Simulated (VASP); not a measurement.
# PIr2 (Fm-3m) in VASP: a series of runs

The runs below take PIr2 through electric field gradients, with LDA.

All numbers are computed with VASP 6.6.1; they aren't measurements. Logs are shortened: lines on timing, memory, paths and dates and some standing lists are left out, and cuts for length are marked.

## (1) The cell of the first run

Symmetry: Fm-3m, No. 225, cubic system. The conventional cell has a = 5.422 Å, b = 5.422 Å, c = 5.422 Å, α = 90.00°, β = 90.00°, γ = 90.00°. Within 3.1 Å of P (site symmetry m-3m) lie 8 Ir at 2.35 Å. Ir (site symmetry -43m) has 4 P at 2.35 Å and 6 Ir at 2.71 Å within 3.1 Å.

## (2) Electric field gradients, LDA (volume scaled by 0.94)

The input, INCAR:

```
SYSTEM = PIr2
ALGO     = Normal         ! electronic algorithm
EDIFF    = 1E-8           ! SCF threshold, eV
ENCUT    = 520            ! plane-wave cutoff, eV
GGA      = CA             ! functional
ISIF     = 2              ! what is computed and relaxed
ISMEAR   = -1             ! smearing method
LASPH    = .True.         ! aspherical terms in the spheres
LCHARG   = .False.        ! write CHGCAR
LEFG     = .True.       
LREAL    = .False.        ! projectors in reciprocal space
LWAVE    = .False.        ! write WAVECAR
NBANDS   = 18             ! bands
NELM     = 80             ! most SCF steps
PREC     = Accurate       ! precision mode
SIGMA    = 0.05           ! smearing width, eV
```

The input, KPOINTS:

```
k-points
0
Gamma
  11 11 11
  0 0 0
```

The input, POSCAR:

```
PIr2
1.0
    0.0000000000      2.7110045559      2.7110045559
    2.7110045559      0.0000000000      2.7110045559
    2.7110045559      2.7110045559      0.0000000000
P Ir
1 2
Direct
    0.0000000000      0.0000000000      0.0000000000
    0.2500000000      0.2500000000      0.2500000000
    0.7500000000      0.7500000000      0.7500000000
```

Potentials or basis: VASP PAW LDA potentials, release 64 (P, Ir).

Command:

```
cat potpaw_LDA.64/P/POTCAR potpaw_LDA.64/Ir/POTCAR > POTCAR
mpirun -np 1 vasp_std > vasp.out
```

OUTCAR:

```text
SYSTEM = PIr2
   EDIFF = 1E-8
   ENCUT = 520
   GGA = CA
   ISIF = 2
   ISMEAR = -1
   LASPH = .True.
   LREAL = .False.
   NELM = 80
   PREC = Accurate

 ion  position               nearest neighbor table
   1  0.000  0.000  0.000-   3 2.35   3 2.35   3 2.35   2 2.35   2 2.35   2 2.35   3 2.35   2 2.35

   2  0.250  0.250  0.250-   1 2.35   1 2.35   1 2.35   1 2.35   3 2.71   3 2.71   3 2.71   3 2.71
                             3 2.71   3 2.71
   3  0.750  0.750  0.750-   1 2.35   1 2.35   1 2.35   1 2.35   2 2.71   2 2.71   2 2.71   2 2.71
                             2 2.71   2 2.71

  LATTYP: Found a face centered cubic cell.
 ALAT       =     5.4220091118

  Lattice vectors:

 A1 = (   0.0000000000,   2.7110045559,   2.7110045559)
 A2 = (   2.7110045559,   0.0000000000,   2.7110045559)
 A3 = (   2.7110045559,   2.7110045559,   0.0000000000)

Analysis of symmetry for initial positions (statically):
=====================================================================
 Subroutine PRICEL returns:
 Original cell was already a primitive cell.

 Routine SETGRP: Setting up the symmetry group for a
 face centered cubic supercell.

 Subroutine GETGRP returns: Found 48 space group operations
 (whereof 48 operations were pure point group operations)
 out of a pool of 48 trial point group operations.

The static configuration has the point symmetry O_h .

Analysis of symmetry for dynamics (positions and initial velocities):
=====================================================================
 Subroutine PRICEL returns:
 Original cell was already a primitive cell.

 Routine SETGRP: Setting up the symmetry group for a
 face centered cubic supercell.

 Subroutine GETGRP returns: Found 48 space group operations
 (whereof 48 operations were pure point group operations)
 out of a pool of 48 trial point group operations.

The dynamic configuration has the point symmetry O_h .

 Subroutine INISYM returns: Found 48 space group operations
 (whereof 48 operations are pure point group operations),
 and found     1 'primitive' translations

----------------------------------------------------------------------------------------

                                     Primitive cell

  volume of cell :      39.8493

  direct lattice vectors                    reciprocal lattice vectors
     0.000000000  2.711004556  2.711004556    -0.184433478  0.184433478  0.184433478
     2.711004556  0.000000000  2.711004556     0.184433478 -0.184433478  0.184433478
     2.711004556  2.711004556  0.000000000     0.184433478  0.184433478 -0.184433478

  length of vectors
     3.833939411  3.833939411  3.833939411     0.319448155  0.319448155  0.319448155

  position of ions in fractional coordinates (direct lattice)
     0.000000000  0.000000000  0.000000000
     0.250000000  0.250000000  0.250000000
     0.750000000  0.750000000  0.750000000

  ion indices of the primitive-cell ions
   primitive index   ion index
                 1           1
                 2           2
                 3           3

----------------------------------------------------------------------------------------

 KPOINTS: k-points

Automatic generation of k-mesh.
 Grid dimensions read from file:
 generate k-points for:   11   11   11

 Generating k-lattice:

  Cartesian coordinates                     Fractional coordinates (reciprocal lattice)
    -0.016766680  0.016766680  0.016766680     0.090909091  0.000000000  0.000000000
     0.016766680 -0.016766680  0.016766680     0.000000000  0.090909091  0.000000000
     0.016766680  0.016766680 -0.016766680     0.000000000  0.000000000  0.090909091

  Length of vectors
     0.029040741  0.029040741  0.029040741

  Shift w.r.t. Gamma in fractional coordinates (k-lattice)
     0.000000000  0.000000000  0.000000000

 Subroutine IBZKPT returns following result:
 ===========================================

 Found     56 irreducible k-points:

 Following reciprocal coordinates:
            Coordinates               Weight
  0.000000  0.000000  0.000000      1.000000
  0.090909  0.000000  0.000000      8.000000
  0.181818  0.000000  0.000000      8.000000
  0.272727  0.000000  0.000000      8.000000
  0.363636  0.000000  0.000000      8.000000
  0.454545  0.000000  0.000000      8.000000
[... 16 lines left out ...]
 -0.272727  0.181818  0.000000     24.000000
 -0.181818  0.181818  0.000000     12.000000
 [... further k-points ...]
   k-points           NKPTS =     56   k-points in BZ     NKDIM =     56   number of bands    NBANDS=     18
   number of dos      NEDOS =    301   number of ions     NIONS =      3
   total plane-waves  NPLWV =  27000
   dimension x,y,z NGX =    30 NGY =   30 NGZ =   30
   dimension x,y,z NGXF=    60 NGYF=   60 NGZF=   60
   ions per type =               1   2
   NGX,Y,Z   is equivalent  to a cutoff of  13.01, 13.01, 13.01 a.u.
   NGXF,Y,Z  is equivalent  to a cutoff of  26.02, 26.02, 26.02 a.u.
 SYSTEM =  PIr2
   PREC   = accura    normal or accurate (medium, high low for compatibility)
   ISTART =      0    job   : 0-new  1-cont  2-samecut
   ICHARG =      2    charge: 1-file 2-atom 10-const
   ISPIN  =      1    spin polarized calculation?
   LNONCOLLINEAR =      F non collinear calculations
   LSORBIT =      F    spin-orbit coupling
   LASPH  =      T    aspherical Exc in radial PAW
   ENCUT  =  520.0 eV  38.22 Ry    6.18 a.u.   7.13  7.13  7.13*2*pi/ulx,y,z
   NELM   =     80;   NELMIN=  2; NELMDL= -5     # of ELM steps
   EDIFF  = 0.1E-07   stopping-criterion for ELM
   LREAL  =      F    real-space projection
   EDIFFG = 0.1E-06   stopping-criterion for IOM
   NSW    =      0    number of steps for IOM
   IBRION =     -1    ionic relax: 0-MD 1-quasi-New 2-CG
   NFREE  =      0    steps in history (QN), initial steepest desc. (CG)
   ISIF   =      2    stress and relaxation
   ISYM   =      2    0-nonsym 1-usesym 2-fastsym
   POTIM  = 0.5000    time-step for ionic-motion
   TEBEG  =    0.0;   TEEND  =   0.0 temperature during run
   PSTRESS=    0.0 pullay stress
   NELECT =      23.0000    total number of electrons
   NUPDOWN=      -1.0000    fix difference up-down
   EMIN   =  10.00;   EMAX   =-10.00  energy-range for DOS
   EFERMI =   0.00;   METHOD = LEGACY
   ISMEAR =    -1;   SIGMA  =   0.05  broadening in eV -4-tet -1-fermi 0-gaus
   EFERMI_NEDOS =   21; number of points for ismear=-14 and -15
   IALGO  =     38    algorithm
   IMIX   =      4    mixing-type and parameters
     AMIX     =   0.40;   BMIX     =  1.00
     AMIX_MAG =   1.60;   BMIX_MAG =  1.00
  volume/ion in A,a.u.               =      13.28        89.64
  Fermi-wavevector in a.u.,A,eV,Ry     =   1.363046  2.575784 25.278190  1.857895
  Thomas-Fermi vector in A             =   2.489483
   LORBIT       =      0    0 simple, 1 ext, 2 COOP (PROOUT), +10 PAW based schemes
   GGA     = CA    functional components
   LHFCALC =     F    Hartree Fock is set to
   AEXX    =    0.0000 exact exchange contribution
   IVDW    =     0    specifies the selected vdW correction
   LEPSILON=     F    determine dielectric tensor
   LRPA    =     F    only Hartree local field effects (RPA)
 non-spin polarized calculation
  energy-cutoff  :      520.00
  volume of cell :       39.85
 maximum number of plane-waves:      1082
 NGX is ok and might be reduce to    30
   NGX = 15   NGY = 15   NGZ = 15

 number of electron      22.9999999 magnetization

 Free energy of the ion-electron system (eV)
  ---------------------------------------------------
  ext. energy  EPLUGINS =         0.00000000
  ---------------------------------------------------
  free energy    TOTEN  =       -27.91955461 eV

  energy without entropy =      -27.91407479  energy(sigma->0) =      -27.91681470

 E-fermi :  10.9506     XC(G=0): -13.4609

 val. band max:       10.9166753403   @ k =  -0.2727   0.2727   0.0000
 cond. band min:      10.9570801314   @ k =   0.3636   0.2727   0.0909
 fundamental gap:      0.0404047911
 Fermi energy:        10.9506163627

 k-point     1 :       0.0000    0.0000    0.0000
  band No.  band energies     occupation
      1      -4.1633      2.00000
      2       2.6824      2.00000
      3       2.6824      2.00000
      4       2.6824      2.00000
      5       4.3363      2.00000
      6       4.3363      2.00000
[... 10 lines left out ...]
     17      16.0733      0.00000
     18      16.0733      0.00000
[... 463 lines left out ...]
 k-point    24 :      -0.1818    0.1818    0.0000
  band No.  band energies     occupation
      1      -3.1204      2.00000
      2       2.4237      2.00000
      3       3.2882      2.00000
      4       3.6926      2.00000
      5       5.0678      2.00000
      6       5.5965      2.00000
[... 10 lines left out ...]
     17      18.3589      0.00000
     18      20.5188      0.00000

 [... further k-points ...]
[... 5 lines left out ...]
  --------------------------------------------------------------------------------------
  -------------------------------------------------------------------------------------
  Total        4.6894115      4.6894115      4.6894115     -0.0000000      0.0000000     -0.0000000
  in kB      188.5420338    188.5420338    188.5420338     -0.0000000      0.0000000     -0.0000000
  external PRESSURE =     188.5420338 kB  Pullay stress =       0.0000000 kB

 VOLUME and BASIS-vectors are now :
 -----------------------------------------------------------------------------
  energy-cutoff  :      520.00
  volume of cell :       39.85
      direct lattice vectors                 reciprocal lattice vectors
     0.000000000  2.711004556  2.711004556    -0.184433478  0.184433478  0.184433478
     2.711004556  0.000000000  2.711004556     0.184433478 -0.184433478  0.184433478
     2.711004556  2.711004556  0.000000000     0.184433478  0.184433478 -0.184433478

 POSITION                                       TOTAL-FORCE (eV/Angst)
 -----------------------------------------------------------------------------------
      0.00000      0.00000      0.00000        -0.000000      0.000000      0.000000
      1.35550      1.35550      1.35550        -0.000000     -0.000000     -0.000000
      4.06651      4.06651      4.06651         0.000000      0.000000      0.000000
 -----------------------------------------------------------------------------------
    total drift:                               -0.000000      0.000000      0.000000

  FREE ENERGIE OF THE ION-ELECTRON SYSTEM (eV)
  ---------------------------------------------------
  free  energy   TOTEN  =       -27.9195546092 eV

  energy  without entropy=      -27.9140747944  energy(sigma->0) =      -27.91681470

 Electric field gradients (V/A^2)
---------------------------------------------------------------------
 ion       V_xx      V_yy      V_zz      V_xy      V_xz      V_yz
---------------------------------------------------------------------
   1       0.000     0.000     0.000    -0.000    -0.000    -0.000
   2       0.000     0.000     0.000    -0.000    -0.000    -0.000
   3       0.000     0.000     0.000    -0.000    -0.000    -0.000
---------------------------------------------------------------------

 Electric field gradients after diagonalization (V/A^2)
 (convention: |V_zz| > |V_xx| > |V_yy|)
----------------------------------------------------------------------
 ion       V_xx      V_yy      V_zz     asymmetry (V_yy - V_xx)/ V_zz
----------------------------------------------------------------------
   1       0.000     0.000    -0.000       0.000
   2       0.000     0.000    -0.000       0.000
   3       0.000     0.000    -0.000       0.000
----------------------------------------------------------------------

           NMR quadrupolar parameters

 Cq : quadrupolar parameter    Cq=e*Q*V_zz/h
 eta: asymmetry parameters     (V_yy - V_xx)/ V_zz
 Q  : nuclear electric quadrupole moment in mb (millibarn)
----------------------------------------------------------------------
 ion       Cq(MHz)       eta       Q (mb)
----------------------------------------------------------------------
   1      -0.000       0.000       1.000
   2      -0.000       0.000       1.000
   3      -0.000       0.000       1.000
----------------------------------------------------------------------
```

Run time: 56 s. Hardware: 1 thread of Intel Xeon Platinum 8259CL at 2.50GHz (Skylake/Cascade Lake), shared host; peak memory 0.17 GiB.

What came out:

- Free energy: -27.9196 eV
- Pressure: 18.9 GPa

Levels at points of the mesh, in eV from the Fermi level:
```
           k point  band 8  band 9  band 10  band 11  band 12  band 13  band 14  band 15  band 16  band 17
(0.00, 0.00, 0.00)   -0.65   -0.65     0.48     1.74     1.74     4.65     4.65     4.65     5.12     5.12
```

Caveat: without QUAD_EFG the Cq values of the log hold for a quadrupole moment of 1 mb, not for the nuclei; spin-orbit coupling is left out, which moves the levels of the heavy elements.

[end of part 1 of 3]
